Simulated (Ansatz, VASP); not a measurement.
**In3Sb in VASP and in Ansatz**

Contents of INCAR:

```
SYSTEM = In3Sb
ALGO = Fast
EDIFF = 1E-7
ENCUT = 520
GGA = PS
ISIF = 2
ISMEAR = 0
IVDW = 12
LASPH = .True.
LCHARG = .False.
LREAL = .False.
LWAVE = .False.
NBANDS = 30
NELM = 80
PREC = Accurate
SIGMA = 0.15
```

KPOINTS

```
k-points
0
Gamma
  12 12 12
  0 0 0
```

Contents of POSCAR:

```
In3Sb
1.0
    5.2087533787      0.0000000000      0.0000000000
    0.0000000000      5.2087533787      0.0000000000
    0.0000000000      0.0000000000      3.6825886388
In Sb
3 1
Direct
    0.5000000000      0.5000000000      0.0000000000
    0.5000000000      0.0000000000      0.5000000000
    0.0000000000      0.5000000000      0.5000000000
    0.0000000000      0.0000000000      0.0000000000
```

Input for Ansatz:

```yaml
crystal:
  lattice:
    - [5.2087533787, 0.0, 0.0]
    - [0.0, 5.2087533787, 0.0]
    - [0.0, 0.0, 3.6825886388]
  atoms:
    - { symbol: In, position: [0.5, 0.5, 0.0] }
    - { symbol: In, position: [0.5, 0.0, 0.5] }
    - { symbol: In, position: [0.0, 0.5, 0.5] }
    - { symbol: Sb, position: [0.0, 0.0, 0.0] }
basis:
  ecutwfc: 420
kpoints:
  mp_grid: { grid: [12, 12, 12] }
hamiltonian:
  xc: pbesol
  dispersion: d3bj
scf:
  occupations: { method: gaussian, width: 0.15 }
output:
  forces: true
  stress: true
  eigenvalues: true
```

Alike in both runs: task single point; functional PBEsol; dispersion D3(BJ); k mesh 12 × 12 × 12; occupations gaussian, width 0.15 eV; no spin polarisation.

```csv
,VASP,Ansatz
version,VASP 6.6.1,Ansatz 0.2.0
potentials or method,"VASP PAW PBE potentials, release 64 (In_d, Sb), cutoff 520 eV","scalar-relativistic, plane waves, PAW"
valence electrons in the cell,44,54
```

Ansatz gave:

| Property | Result |
| --- | --- |
| gap on the k mesh at the Fermi level (eV) | none |
| pressure (GPa) | -0.6 |
| traceless stress, the component that is largest in VASP (GPa) | 0.70 |

Q: Estimate VASP's values.

A: gap on the k mesh at the Fermi level (eV): none; pressure (GPa): -0.5; traceless stress, the component that is largest in VASP (GPa): 0.69.

VASP's potentials were made for PBE, not for PBEsol. A gap of «none» marks a metal or a gap that the smearing closes. VASP's potentials hold 44 valence electrons a cell and Ansatz's 54, so a difference there can come from the potentials and not from the codes.

Spin-orbit coupling is off throughout.
